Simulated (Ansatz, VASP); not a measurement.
# Two plane-wave programs on As

The input INCAR:

```
ALGO = Normal
EDIFF = 1E-6
ENCUT = 500
GGA = CA
GGA_COMPAT = False
ISIF = 2
ISMEAR = 1
LASPH = True
LCHARG = False
LREAL = False
LWAVE = False
NBANDS = 12
NELM = 120
PREC = Accurate
SIGMA = 0.6
```

The input KPOINTS:

```
k-points
0
Gamma
  10 10 10
```

The input POSCAR:

```
As
1.0
    1.8799878575      1.0854114956      3.3276505507
   -1.8799878575      1.0854114956      3.3276505507
    0.0000000000     -2.1708229912      3.3276505507
As
2
Direct
    0.7695128170      0.7695128170      0.7695128170
    0.2304871830      0.2304871830      0.2304871830
```

Input for Ansatz:

```yaml
crystal:
  lattice:
    - [1.8799878575, 1.0854114956, 3.3276505507]
    - [-1.8799878575, 1.0854114956, 3.3276505507]
    - [0.0, -2.1708229912, 3.3276505507]
  atoms:
    - { symbol: As, position: [0.769512817, 0.769512817, 0.769512817] }
    - { symbol: As, position: [0.230487183, 0.230487183, 0.230487183] }
hamiltonian:
  xc: lda
  pseudopotentials:
    kind: paw
    azcp:
      As: "pseudopotentials/As.paw.azcp"
basis:
  ecutwfc: 420
  fft_grid_basis: typed
kpoints:
  mp_grid: { grid: [10, 10, 10], shift: [0, 0, 0] }
magnetization:
  spin_polarized: false
scf:
  occupations: { method: methfessel_paxton, width: 0.6 }
  lower_state_search: "off"
output:
  stress: true
```

Alike in both runs: task single point; functional LDA; k mesh 10 × 10 × 10; occupations methfessel-paxton of order 1, width 0.6 eV; no spin polarisation.

|  | VASP | Ansatz |
| --- | --- | --- |
| version | VASP 6.6.1 | Ansatz 0.2.0 |
| potentials or method | VASP PAW LDA potentials, release 64 (As), cutoff 500 eV | plane waves (420 eV) with PAW, scalar-relativistic |
| valence electrons in the cell | 10 | 30 |

VASP gave:

```
pressure (GPa)                                                : 0.4
traceless stress, the component that is largest in VASP (GPa) : -0.07
```

Task: Estimate Ansatz's values.

Result: Pressure (GPa): -0.1; traceless stress, the component that is largest in VASP (GPa): 0.04.

Ansatz warns that its potentials were made for another functional, while VASP's fit it. LDA's correlation is that of Perdew and Zunger in VASP and of Perdew and Wang (1992) in Ansatz. VASP's potentials hold 10 valence electrons a cell and Ansatz's 30, so a difference there can come from the potentials and not from the codes.
